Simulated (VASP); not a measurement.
A run of VASP 6.6.1 is set up as follows.

INCAR

```
  PREC = Accurate
  ENCUT = 520
  EDIFF = 1E-6
  ISMEAR = -1
  SIGMA = 0.1
  LREAL = False
  LASPH = True
  NELM = 80
  ALGO = Normal
  ISIF = 2
  LWAVE = False
  LCHARG = False
  GGA = PS
  NBANDS = 13
```

The input KPOINTS:

```
Automatic mesh
0
Gamma
  16 16 16
```

Contents of POSCAR:

```
Ru
1.0
    2.3606419384      0.0000000000      0.0000000000
    0.0000000000      2.3606419384      0.0000000000
    0.0000000000      0.0000000000      2.3606419384
Ru
1
Direct
    0.0000000000      0.0000000000      0.0000000000
```

Potentials or basis: VASP PAW PBE potentials, release 64 (Ru_pv).

Launch:

```bash
$ cat potpaw_PBE.64/Ru_pv/POTCAR > POTCAR
$ mpirun -np 1 vasp_std > vasp.out
```

Problem. What does it give for the pressure?

Solution. 52.8 GPa.

Problem. Estimate the band gap on the k mesh.

Solution. Zero (band 7 reaches 18.57 eV, above the bottom of band 8 at 12.11 eV).

Caveat: the PAW data sets were made with another functional, which shifts forces and pressure a little.
